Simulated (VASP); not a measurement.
Set up this calculation in VASP 6.6.1, as the native input.

```
Task                   : single point
Functional             : PBE
Potentials or basis    : VASP PAW PBE potentials, release 64 (Mg, F)
Cutoff                 : 600 eV
k mesh                 : 6 × 6 × 8
Occupations            : gaussian, width 0.02 eV
Spin                   : no spin polarisation
Dipole correction      : no
Further INCAR settings : ALGO = Normal; EDIFF = 1e-06; NBANDS = 25
```

The structure of MgF2 lies in POSCAR:

```
MgF2
1.0
    4.5402307363      0.0000000000      0.0000000000
    0.0000000000      4.5402307363      0.0000000000
    0.0000000000      0.0000000000      3.0131919734
Mg F
2 4
Direct
    0.0000000000      0.0000000000      0.0000000000
    0.5000000000      0.5000000000      0.5000000000
    0.3020857451      0.3020857451      0.0000000000
    0.1979142549      0.8020857451      0.5000000000
    0.6979142549      0.6979142549      0.0000000000
    0.8020857451      0.1979142549      0.5000000000
```

The input as run:

INCAR

```
SYSTEM = MgF2
PREC = Accurate
ENCUT = 600
EDIFF = 1E-6
ISMEAR = 0
SIGMA = 0.02
LREAL = .FALSE.
LASPH = .TRUE.
NELM = 120
ALGO = Normal
ISIF = 2
LWAVE = .FALSE.
LCHARG = .FALSE.
GGA = PE
NBANDS = 25
GGA_COMPAT = .FALSE.
```

KPOINTS

```
Automatic mesh
0
G
  6 6 8
  0 0 0
```

Potentials or basis: VASP PAW PBE potentials, release 64 (Mg, F).

Command:

```bash
$ cat potpaw_PBE.64/Mg/POTCAR potpaw_PBE.64/F/POTCAR > POTCAR
$ mpirun -np 1 vasp_std > vasp.out
```

Results of the run:

| Item | Value |
| --- | --- |
| Pressure | 9.5 GPa |
| Band gap on the k mesh | 7.44 eV |

Caveat: the cell stands under pressure.

Wall time 84 s on 1 thread of Intel Xeon 8259CL, on a shared host, peak memory 0.22 GiB.
